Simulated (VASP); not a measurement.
Set up this calculation in VASP 6.6.1, as the native input.

```
Task                   : single point
Functional             : PBE
Potentials or basis    : VASP PAW PBE potentials, release 64 (Ba_sv)
Cutoff                 : 520 eV
k mesh                 : 9 × 9 × 12
Occupations            : gaussian, width 0.1 eV
Spin                   : no spin polarisation
Dipole correction      : no
Further INCAR settings : ALGO = Fast; EDIFF = 1e-06; NBANDS = 17
```

The structure of Ba lies in POSCAR:

```
Ba
1.0
    7.0581921491      0.0000000000      0.0000000000
   -3.5290960746      6.1125737059      0.0000000000
    0.0000000000      0.0000000000      4.0613907712
Ba
2
Direct
    0.3333333300      0.6666666700      0.5000000000
    0.6666666700      0.3333333300      0.5000000000
```

This isn't the form of Ba at room conditions, which is bcc.

This cell differs from its parent crystal: strained.

One way to write it, as run:

INCAR

```
SYSTEM = Ba
PREC = Accurate
ENCUT = 520
EDIFF = 1E-6
ISMEAR = 0
SIGMA = 0.1
LREAL = .False.
LASPH = .True.
NELM = 80
ALGO = Fast
ISIF = 2
LWAVE = .False.
LCHARG = .False.
GGA = PE
NBANDS = 17
```

KPOINTS

```
regular mesh
0
Gamma
  9 9 12
  0 0 0
```

Potentials or basis: VASP PAW PBE potentials, release 64 (Ba_sv).

Run with:

```console
$ cat potpaw_PBE.64/Ba_sv/POTCAR > POTCAR
$ mpirun -np 1 vasp_std > vasp.out
```

It gave:

```json
{
 "Pressure": "0.0 GPa",
 "Band gap on the k mesh": "zero (bands 10 and 11 overlap by 0.88 eV)"
}
```

Caveat: the cell differs from its parent crystal (strained); spin-orbit coupling is left out, which moves the levels of the heavy elements.

Wall time 6.5 min on 1 thread of Oxide Virtual Turin-like Processor, on a shared host, peak memory 0.38 GiB.
